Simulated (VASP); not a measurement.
The system is HfB.

```
Hf B
1.0
     0.00000    2.29450    2.29450
     2.29450    0.00000    2.29450
     2.29450    2.29450    0.00000
Hf B
1 1
Direct
  0.50000 0.50000 0.50000
  0.00000 0.00000 0.00000
```

This cell differs from its parent crystal: volume scaled by 0.98.

Base run:

| Item | Value |
| --- | --- |
| Program | VASP 6.6.1 |
| Functional | PBEsol |
| Potentials or basis | VASP PAW PBE potentials, release 64 (Hf_pv, B) |
| Cutoff | 520 eV |
| k mesh | 10 × 10 × 10 |
| Occupations | fermi-dirac, width 0.05 eV |
| Spin | no spin polarisation |

Its results: pressure 30.0 GPa.

Q: After a change of settings the same cell gave: pressure 35.5 GPa. Which change was it?
A. functional from PBEsol to PBE; further incar settings from ALGO = Normal; EDIFF = 1e-06; NBANDS = 14 to ALGO = Normal; EDIFF = 1e-07; NBANDS = 14
B. functional from PBEsol to PBE
C. functional from PBEsol to LDA; potentials or basis from VASP PAW PBE potentials, release 64 (Hf_pv, B) to VASP PAW LDA potentials, release 64 (Hf_pv, B)
D. functional from PBEsol to r2SCAN

A: D.

Caveats: the PAW data sets were made with another functional, which shifts forces and pressure a little.
